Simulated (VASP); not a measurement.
# MgAu (Pm-3m) in VASP: a series of runs

Runs on MgAu. Level: LDA. Tasks: electric field gradients.

All numbers are computed with VASP 6.6.1; they aren't measurements. Logs are shortened: lines on timing, memory, paths and dates and some standing lists are left out, and cuts for length are marked.

**1. The cell of the first run**

Symmetry: Pm-3m, No. 221, cubic system. The conventional cell has a = 3.259 Å, b = 3.259 Å, c = 3.259 Å, α = 90.00°, β = 90.00°, γ = 90.00°. Within 3.7 Å of Mg (site symmetry m-3m) lie 8 Au at 2.82 Å and 6 Mg at 3.26 Å. Au (site symmetry m-3m) has 8 Mg at 2.82 Å and 6 Au at 3.26 Å within 3.7 Å.

**2. Electric field gradients, LDA**

Contents of INCAR:

```
SYSTEM = MgAu
ALGO = Normal ; EDIFF = 1E-8
ENCUT = 520 ; GGA = CA
ISIF = 2 ; ISMEAR = -1
LASPH = .TRUE. ; LCHARG = .FALSE.
LEFG = .TRUE. ; LREAL = .FALSE.
LWAVE = .FALSE. ; NBANDS = 14
NELM = 60 ; PREC = Accurate
SIGMA = 0.05
```

Contents of KPOINTS:

```
k-points
0
G
  13 13 13
  0 0 0
```

Contents of POSCAR:

```
MgAu
1.0
    3.2590000000      0.0000000000      0.0000000000
    0.0000000000      3.2590000000      0.0000000000
    0.0000000000      0.0000000000      3.2590000000
Mg Au
1 1
Direct
    0.5000000000      0.5000000000      0.5000000000
    0.0000000000      0.0000000000      0.0000000000
```

Potentials or basis: VASP PAW LDA potentials, release 64 (Mg, Au).

Started as:

```console
cat potpaw_LDA.64/Mg/POTCAR potpaw_LDA.64/Au/POTCAR > POTCAR
mpirun -np 1 vasp_std > vasp.out
```

OUTCAR:

```text
SYSTEM = MgAu
   EDIFF = 1E-8
   ENCUT = 520
   GGA = CA
   ISIF = 2
   ISMEAR = -1
   LASPH = .TRUE.
   LREAL = .FALSE.
   NELM = 60
   PREC = Accurate

 ion  position               nearest neighbor table
   1  0.500  0.500  0.500-   2 2.82   2 2.82   2 2.82   2 2.82   2 2.82   2 2.82   2 2.82   2 2.82

   2  0.000  0.000  0.000-   1 2.82   1 2.82   1 2.82   1 2.82   1 2.82   1 2.82   1 2.82   1 2.82

  LATTYP: Found a simple cubic cell.
 ALAT       =     3.2590000000

  Lattice vectors:

 A1 = (   3.2590000000,   0.0000000000,   0.0000000000)
 A2 = (   0.0000000000,   3.2590000000,   0.0000000000)
 A3 = (   0.0000000000,   0.0000000000,   3.2590000000)

Analysis of symmetry for initial positions (statically):
=====================================================================
 Subroutine PRICEL returns:
 Original cell was already a primitive cell.

 Routine SETGRP: Setting up the symmetry group for a
 simple cubic supercell.

 Subroutine GETGRP returns: Found 48 space group operations
 (whereof 48 operations were pure point group operations)
 out of a pool of 48 trial point group operations.

The static configuration has the point symmetry O_h .

Analysis of symmetry for dynamics (positions and initial velocities):
=====================================================================
 Subroutine PRICEL returns:
 Original cell was already a primitive cell.

 Routine SETGRP: Setting up the symmetry group for a
 simple cubic supercell.

 Subroutine GETGRP returns: Found 48 space group operations
 (whereof 48 operations were pure point group operations)
 out of a pool of 48 trial point group operations.

The dynamic configuration has the point symmetry O_h .

 Subroutine INISYM returns: Found 48 space group operations
 (whereof 48 operations are pure point group operations),
 and found     1 'primitive' translations

----------------------------------------------------------------------------------------

                                     Primitive cell

  volume of cell :      34.6141

  direct lattice vectors                    reciprocal lattice vectors
     3.259000000  0.000000000  0.000000000     0.306842590  0.000000000  0.000000000
     0.000000000  3.259000000  0.000000000     0.000000000  0.306842590  0.000000000
     0.000000000  0.000000000  3.259000000     0.000000000  0.000000000  0.306842590

  length of vectors
     3.259000000  3.259000000  3.259000000     0.306842590  0.306842590  0.306842590

  position of ions in fractional coordinates (direct lattice)
     0.500000000  0.500000000  0.500000000
     0.000000000  0.000000000  0.000000000

  ion indices of the primitive-cell ions
   primitive index   ion index
                 1           1
                 2           2

----------------------------------------------------------------------------------------

 KPOINTS: k-points

Automatic generation of k-mesh.
 Grid dimensions read from file:
 generate k-points for:   13   13   13

 Generating k-lattice:

  Cartesian coordinates                     Fractional coordinates (reciprocal lattice)
     0.023603276  0.000000000  0.000000000     0.076923077  0.000000000  0.000000000
     0.000000000  0.023603276  0.000000000     0.000000000  0.076923077  0.000000000
     0.000000000  0.000000000  0.023603276     0.000000000  0.000000000  0.076923077

  Length of vectors
     0.023603276  0.023603276  0.023603276

  Shift w.r.t. Gamma in fractional coordinates (k-lattice)
     0.000000000  0.000000000  0.000000000

 Subroutine IBZKPT returns following result:
 ===========================================

 Found     84 irreducible k-points:

 Following reciprocal coordinates:
            Coordinates               Weight
  0.000000  0.000000  0.000000      1.000000
  0.076923  0.000000  0.000000      6.000000
  0.153846  0.000000  0.000000      6.000000
  0.230769  0.000000  0.000000      6.000000
  0.307692  0.000000  0.000000      6.000000
  0.384615  0.000000  0.000000      6.000000
[... 16 lines left out ...]
  0.307692  0.307692  0.000000     12.000000
  0.384615  0.307692  0.000000     24.000000
 [... further k-points ...]
   k-points           NKPTS =     84   k-points in BZ     NKDIM =     84   number of bands    NBANDS=     14
   number of dos      NEDOS =    301   number of ions     NIONS =      2
   total plane-waves  NPLWV =  13824
   dimension x,y,z NGX =    24 NGY =   24 NGZ =   24
   dimension x,y,z NGXF=    48 NGYF=   48 NGZF=   48
   ions per type =               1   1
   NGX,Y,Z   is equivalent  to a cutoff of  12.24, 12.24, 12.24 a.u.
   NGXF,Y,Z  is equivalent  to a cutoff of  24.49, 24.49, 24.49 a.u.
 SYSTEM =  MgAu
   PREC   = accura    normal or accurate (medium, high low for compatibility)
   ISTART =      0    job   : 0-new  1-cont  2-samecut
   ICHARG =      2    charge: 1-file 2-atom 10-const
   ISPIN  =      1    spin polarized calculation?
   LNONCOLLINEAR =      F non collinear calculations
   LSORBIT =      F    spin-orbit coupling
   LASPH  =      T    aspherical Exc in radial PAW
   ENCUT  =  520.0 eV  38.22 Ry    6.18 a.u.   6.06  6.06  6.06*2*pi/ulx,y,z
   NELM   =     60;   NELMIN=  2; NELMDL= -5     # of ELM steps
   EDIFF  = 0.1E-07   stopping-criterion for ELM
   LREAL  =      F    real-space projection
   EDIFFG = 0.1E-06   stopping-criterion for IOM
   NSW    =      0    number of steps for IOM
   IBRION =     -1    ionic relax: 0-MD 1-quasi-New 2-CG
   NFREE  =      0    steps in history (QN), initial steepest desc. (CG)
   ISIF   =      2    stress and relaxation
   ISYM   =      2    0-nonsym 1-usesym 2-fastsym
   POTIM  = 0.5000    time-step for ionic-motion
   TEBEG  =    0.0;   TEEND  =   0.0 temperature during run
   PSTRESS=    0.0 pullay stress
   NELECT =      13.0000    total number of electrons
   NUPDOWN=      -1.0000    fix difference up-down
   EMIN   =  10.00;   EMAX   =-10.00  energy-range for DOS
   EFERMI =   0.00;   METHOD = LEGACY
   ISMEAR =    -1;   SIGMA  =   0.05  broadening in eV -4-tet -1-fermi 0-gaus
   EFERMI_NEDOS =   21; number of points for ismear=-14 and -15
   IALGO  =     38    algorithm
   IMIX   =      4    mixing-type and parameters
     AMIX     =   0.40;   BMIX     =  1.00
     AMIX_MAG =   1.60;   BMIX_MAG =  1.00
  volume/ion in A,a.u.               =      17.31       116.79
  Fermi-wavevector in a.u.,A,eV,Ry     =   1.181150  2.232049 18.981685  1.395114
  Thomas-Fermi vector in A             =   2.317429
   LORBIT       =      0    0 simple, 1 ext, 2 COOP (PROOUT), +10 PAW based schemes
   GGA     = CA    functional components
   LHFCALC =     F    Hartree Fock is set to
   AEXX    =    0.0000 exact exchange contribution
   IVDW    =     0    specifies the selected vdW correction
   LEPSILON=     F    determine dielectric tensor
   LRPA    =     F    only Hartree local field effects (RPA)
 non-spin polarized calculation
  energy-cutoff  :      520.00
  volume of cell :       34.61
 maximum number of plane-waves:       947
   NGX = 13   NGY = 13   NGZ = 13

 number of electron      12.9999996 magnetization

 Free energy of the ion-electron system (eV)
  ---------------------------------------------------
  ext. energy  EPLUGINS =         0.00000000
  ---------------------------------------------------
  free energy    TOTEN  =        -7.60035330 eV

  energy without entropy =       -7.59473459  energy(sigma->0) =       -7.59754395

 E-fermi :   6.6558     XC(G=0): -11.2664

 val. band max:        6.6064381482   @ k =   0.4615   0.3077   0.3077
 cond. band min:       6.6605059988   @ k =   0.3077   0.0769   0.0000
 fundamental gap:      0.0540678506
 Fermi energy:         6.6557629024

 k-point     1 :       0.0000    0.0000    0.0000
  band No.  band energies     occupation
      1      -2.4732      2.00000
      2       0.8479      2.00000
      3       0.8479      2.00000
      4       2.6153      2.00000
      5       2.6153      2.00000
      6       2.6153      2.00000
      7      12.0367      0.00000
      8      12.0367      0.00000
      9      12.0367      0.00000
     10      15.6458      0.00000
     11      15.6458      0.00000
     12      16.7764      0.00000
     13      24.1608      0.00000
     14      24.1608      0.00000
[... 377 lines left out ...]
      1       0.3434      2.00000
      2       0.8757      2.00000
      3       2.0668      2.00000
      4       2.1342      2.00000
      5       2.2166      2.00000
      6       2.8269      2.00000
      7       6.2988      1.99841
      8       8.8179      0.00000
      9      12.6796      0.00000
     10      16.6232      0.00000
     11      17.5559      0.00000
     12      19.2021      0.00000
     13      19.8512      0.00000
     14      22.1041      0.00000

 [... further k-points ...]

------------------------ aborting loop because EDIFF is reached ----------------------------------------

  FORCE on cell =-STRESS in cart. coord.  units (eV):
  Direction    XX          YY          ZZ          XY          YZ          ZX
  --------------------------------------------------------------------------------------
  -------------------------------------------------------------------------------------
  Total       -0.8403748     -0.8403748     -0.8403748      0.0000000      0.0000000      0.0000000
  in kB      -38.8982902    -38.8982902    -38.8982902      0.0000000      0.0000000      0.0000000
  external PRESSURE =     -38.8982902 kB  Pullay stress =       0.0000000 kB

 VOLUME and BASIS-vectors are now :
 -----------------------------------------------------------------------------
  energy-cutoff  :      520.00
  volume of cell :       34.61
      direct lattice vectors                 reciprocal lattice vectors
     3.259000000  0.000000000  0.000000000     0.306842590  0.000000000  0.000000000
     0.000000000  3.259000000  0.000000000     0.000000000  0.306842590  0.000000000
     0.000000000  0.000000000  3.259000000     0.000000000  0.000000000  0.306842590

 POSITION                                       TOTAL-FORCE (eV/Angst)
 -----------------------------------------------------------------------------------
      1.62950      1.62950      1.62950         0.000000      0.000000      0.000000
      0.00000      0.00000      0.00000         0.000000      0.000000      0.000000
 -----------------------------------------------------------------------------------
    total drift:                                0.000000      0.000000      0.000000

  FREE ENERGIE OF THE ION-ELECTRON SYSTEM (eV)
  ---------------------------------------------------
  free  energy   TOTEN  =        -7.6003533009 eV

  energy  without entropy=       -7.5947345920  energy(sigma->0) =       -7.59754395

 Electric field gradients (V/A^2)
---------------------------------------------------------------------
 ion       V_xx      V_yy      V_zz      V_xy      V_xz      V_yz
---------------------------------------------------------------------
   1       0.000     0.000     0.000    -0.000    -0.000    -0.000
   2      -0.000     0.000     0.000    -0.000    -0.000     0.000
---------------------------------------------------------------------

 Electric field gradients after diagonalization (V/A^2)
 (convention: |V_zz| > |V_xx| > |V_yy|)
----------------------------------------------------------------------
 ion       V_xx      V_yy      V_zz     asymmetry (V_yy - V_xx)/ V_zz
----------------------------------------------------------------------
   1       0.000     0.000     0.000      -0.312
   2       0.000    -0.000     0.000      -0.490
----------------------------------------------------------------------

           NMR quadrupolar parameters

 Cq : quadrupolar parameter    Cq=e*Q*V_zz/h
 eta: asymmetry parameters     (V_yy - V_xx)/ V_zz
 Q  : nuclear electric quadrupole moment in mb (millibarn)
----------------------------------------------------------------------
 ion       Cq(MHz)       eta       Q (mb)
----------------------------------------------------------------------
   1       0.000      -0.312       1.000
   2       0.000      -0.490       1.000
----------------------------------------------------------------------
```

Run time: 23 s. Hardware: 1 thread of Intel Xeon Platinum 8375C at 2.90GHz (Ice Lake), shared host; peak memory 0.16 GiB.

What came out:

```
Free energy : -7.6004 eV
Pressure    : -3.9 GPa
```

Levels at points of the mesh, in eV from the Fermi level:
```
           k point  band 3  band 4  band 5  band 6  band 7  band 8  band 9  band 10
(0.00, 0.00, 0.00)   -5.81   -4.04   -4.04   -4.04    5.38    5.38    5.38     8.99
```

Caveat: without QUAD_EFG the Cq values of the log hold for a quadrupole moment of 1 mb, not for the nuclei; spin-orbit coupling is left out, which moves the levels of the heavy elements.

(Part 1 of 4 ends here.)
